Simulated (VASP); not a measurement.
Wanted: the native input for a VASP 6.6.1 run.

```yaml
Task: relaxation of the atoms
Functional: PBEsol
Potentials_or_basis: VASP PAW PBE potentials, release 64 (Mo_sv, P)
Cutoff: 450 eV
k_mesh: 11 × 11 × 1
Occupations: gaussian, width 0.1 eV
Spin: no spin polarisation
Dipole_correction: yes
Further_INCAR_settings: ALGO = Normal; EDIFF = 1e-07; NELMDL = -8; IBRION = 2; EDIFFG = -0.02; NSW = 80
```

The structure of MoP lies in POSCAR:

```
MoP
1.0
    3.1732667766      0.0000000000      0.0000000000
    0.0000000000      3.2067708574      0.0000000000
    0.0000000000      0.0000000000     24.2571500889
Mo P
4 4
Direct
    0.0000000000      0.5000000000      0.3091871870
    0.0000000000      0.0000000000      0.4236748748
    0.0000000000      0.5000000000      0.5381625626
    0.0000000000      0.0000000000      0.6526502504
    0.5000000000      0.0000000000      0.3473497496
    0.5000000000      0.5000000000      0.4618374374
    0.5000000000      0.0000000000      0.5763251252
    0.5000000000      0.5000000000      0.6908128130
```

These files were run (other wordings do the same):

INCAR

```
PREC = Accurate ; ENCUT = 450
EDIFF = 1E-7 ; ISMEAR = 0
SIGMA = 0.1 ; LREAL = False
LASPH = True ; NELM = 120
ALGO = Normal ; ISIF = 2
LWAVE = False ; LCHARG = False
LDIPOL = True ; IDIPOL = 3
DIPOL = 0.5 0.5 0.500 ; GGA = PS
IBRION = 2 ; NSW = 80
EDIFFG = -0.02 ; GGA_COMPAT = False
NELMIN = 4 ; NELMDL = -8
KPAR = 4
```

KPOINTS

```
Automatic mesh
0
Gamma
  11 11 1
```

Potentials or basis: VASP PAW PBE potentials, release 64 (Mo_sv, P).

The run is started by

```sh
$ cat potpaw_PBE.64/Mo_sv/POTCAR potpaw_PBE.64/P/POTCAR > POTCAR
$ mpirun -np 4 vasp_std > vasp.out
```

It gave:

- Energy gained by relaxing: 41.4 meV/atom
- Ionic steps: 15
- Largest force after relaxing: 0.005 eV/Å
- Band gap on the k mesh: zero (bands 38 and 39 overlap by 1.14 eV)

Caveat: the PAW data sets were made with another functional, which shifts forces and pressure a little.

It took 19 min on 4 MPI ranks on Intel(R) Xeon(R) Platinum 8259CL CPU @ 2.50GHz (Skylake/Cascade Lake), on a shared host, peak memory 0.48 GiB a rank.
